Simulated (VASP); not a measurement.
Set up this calculation in VASP 6.6.1, as the native input.

```
Task                   : single point
Functional             : r2SCAN
Potentials or basis    : VASP PAW PBE potentials, release 64 (Ba_sv, Ti_sv, O)
Cutoff                 : 520 eV
k mesh                 : 8 × 8 × 8
Occupations            : gaussian, width 0.02 eV
Spin                   : no spin polarisation
Dipole correction      : no
Further INCAR settings : ALGO = Normal; EDIFF = 1e-07; NBANDS = 28
```

The system is BaTiO3.

```
Ba Ti O
1.0
     3.99404    0.00000    0.00000
     0.00000    3.99404    0.00000
     0.00000    0.00000    3.99404
Ba Ti O
1 1 3
Direct
  0.50000 0.50000 0.50000
  0.00000 0.00000 0.00000
  0.50000 0.00000 0.00000
  0.00000 0.50000 0.00000
  0.00000 0.00000 0.50000
```

The input as run:

POSCAR

```
BaTiO3
1.0
    3.9940387845      0.0000000000      0.0000000000
    0.0000000000      3.9940387845      0.0000000000
    0.0000000000      0.0000000000      3.9940387845
Ba Ti O
1 1 3
Direct
    0.5000000000      0.5000000000      0.5000000000
    0.0000000000      0.0000000000      0.0000000000
    0.5000000000      0.0000000000      0.0000000000
    0.0000000000      0.5000000000      0.0000000000
    0.0000000000      0.0000000000      0.5000000000
```

INCAR.step1

```
SYSTEM = BaTiO3
ALGO = Normal
EDIFF = 1E-4
ENCUT = 520
GGA = PE
ISMEAR = 0
LASPH = .TRUE.
LCHARG = .FALSE.
LREAL = .FALSE.
LWAVE = .TRUE.
NBANDS = 28
NELM = 80
PREC = Accurate
SIGMA = 0.02
```

INCAR.step2

```
SYSTEM = BaTiO3
ALGO = Normal
EDIFF = 1E-7
ENCUT = 520
ISIF = 2
ISMEAR = 0
ISTART = 1
LASPH = .TRUE.
LCHARG = .FALSE.
LMIXTAU = .TRUE.
LREAL = .FALSE.
LWAVE = .FALSE.
METAGGA = R2SCAN
NBANDS = 28
NELM = 80
PREC = Accurate
SIGMA = 0.02
```

KPOINTS

```
k-points
0
G
  8 8 8
  0 0 0
```

Potentials or basis: VASP PAW PBE potentials, release 64 (Ba_sv, Ti_sv, O).

The run is started by

```bash
$ cat potpaw_PBE.64/Ba_sv/POTCAR potpaw_PBE.64/Ti_sv/POTCAR potpaw_PBE.64/O/POTCAR > POTCAR
$ cp INCAR.step1 INCAR
$ mpirun -np 1 vasp_std > vasp.out
$ cp INCAR.step2 INCAR
$ mpirun -np 1 vasp_std > vasp.out
```

Results of the run:

```
Pressure               : 2.0 GPa
Band gap on the k mesh : 2.15 eV (least direct gap 2.30 eV)
```

Caveat: the PAW data sets were made with another functional, which shifts forces and pressure a little; spin-orbit coupling is left out, which moves the levels of the heavy elements.

Run time: 3.5 min on 1 thread of Intel Xeon 8259CL, with other jobs on the host, peak memory 0.22 GiB.
